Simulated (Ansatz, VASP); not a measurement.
## Two plane-wave programs on C

```
C
1.0
     2.52210    0.00000    0.00000
    -1.26105    2.18420    0.00000
     0.00000    0.00000    8.23710
C
8
Cartesian
  0.0000 0.0000 0.7722
  0.0000 0.0000 4.8908
  0.0000 0.0000 3.3463
  0.0000 0.0000 7.4649
  0.0000 1.4561 1.2870
  1.2610 0.7281 5.4056
  0.0000 1.4561 2.8315
  1.2610 0.7281 6.9501
```

Alike in both runs: task relaxation of cell and atoms; functional PBE; k mesh 12 × 12 × 4; occupations gaussian, width 0.02 eV; no spin polarisation.

|  | VASP | Ansatz |
| --- | --- | --- |
| version | VASP 6.6.1 | Ansatz 0.2.0 |
| potentials or method | VASP PAW PBE potentials, release 64 (C), cutoff 600 eV | scalar-relativistic, plane waves, PAW |
| valence electrons in the cell | 32 | 32 |

Ansatz gave:

| Item | Value |
| --- | --- |
| gap on the k mesh at the Fermi level, each at its own relaxed structure (eV) | 4.54 |
| relaxed volume (Å³/atom) | 5.70 |
| relaxed length of the cell vector where the two differ most in proportion (Å) | 8.305 |

What did VASP give for the same quantities?

gap on the k mesh at the Fermi level, each at its own relaxed structure (eV): 4.53; relaxed volume (Å³/atom): 5.70; relaxed length of the cell vector where the two differ most in proportion (Å): 8.304.
